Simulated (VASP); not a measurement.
A run of VASP 6.6.1 is set up as follows.

Contents of INCAR:

```
SYSTEM = MgO
PREC     = Accurate       ! precision mode
ENCUT    = 840            ! plane-wave cutoff, eV
EDIFF    = 1E-6           ! SCF threshold, eV
ISMEAR   = 0              ! smearing method
SIGMA    = 0.01           ! smearing width, eV
LREAL    = .FALSE.        ! projectors in reciprocal space
LASPH    = .TRUE.         ! aspherical terms in the spheres
NELM     = 120            ! most SCF steps
ALGO     = Normal         ! electronic algorithm
ISIF     = 2              ! what is computed and relaxed
LWAVE    = .FALSE.        ! write WAVECAR
LCHARG   = .TRUE.         ! write CHGCAR
GGA      = PE             ! functional
LELF     = .TRUE.         ! ELF
LVHAR    = .TRUE.       
NBANDS   = 15             ! bands
GGA_COMPAT= .FALSE.
```

File KPOINTS:

```
regular mesh
0
G
  8 8 8
  0 0 0
```

File POSCAR:

```
MgO
1.0
    0.0000000000      2.0727558066      2.0727558066
    2.0727558066      0.0000000000      2.0727558066
    2.0727558066      2.0727558066      0.0000000000
Mg O
1 1
Direct
    0.0000000000      0.0000000000      0.0000000000
    0.5000000000      0.5000000000      0.5000000000
```

Potentials or basis: VASP PAW PBE potentials, release 64 (Mg_sv, O).

Run with:

```console
$ cat potpaw_PBE.64/Mg_sv/POTCAR potpaw_PBE.64/O/POTCAR > POTCAR
$ mpirun -np 1 vasp_std > vasp.out
```

Predict the pressure.

13.7 GPa.

Estimate the band gap on the k mesh.

5.22 eV.

Caveat: the cell stands under pressure.
